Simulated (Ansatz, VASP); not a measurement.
# Two plane-wave programs on Mg

```
Mg
1.0
     3.53950    0.00000    0.00000
    -1.76975    3.06530    0.00000
     0.00000    0.00000    5.45385
Mg
2
Direct
  0.33333 0.66667 0.25000
  0.66667 0.33333 0.75000
```

Alike in both runs: task single point; functional PBE; k mesh 15 × 15 × 8; occupations gaussian, width 0.1 eV; no spin polarisation.

|  | VASP | Ansatz |
| --- | --- | --- |
| version | VASP 6.6.1 | Ansatz 0.2.0 |
| potentials or method | VASP PAW PBE potentials, release 64 (Mg), cutoff 600 eV | scalar-relativistic, plane waves, PAW |
| valence electrons in the cell | 4 | 20 |

Ansatz gave:

- gap on the k mesh at the Fermi level (eV): none
- pressure (GPa): -5.3
- traceless stress, the component that is largest in VASP (GPa): 0.43

What did VASP give for the same quantities?

gap on the k mesh at the Fermi level (eV): none; pressure (GPa): -5.4; traceless stress, the component that is largest in VASP (GPa): 0.43.

A gap of «none» marks a metal or a gap that the smearing closes. VASP's potentials hold 4 valence electrons a cell and Ansatz's 20, so a difference there can come from the potentials and not from the codes.
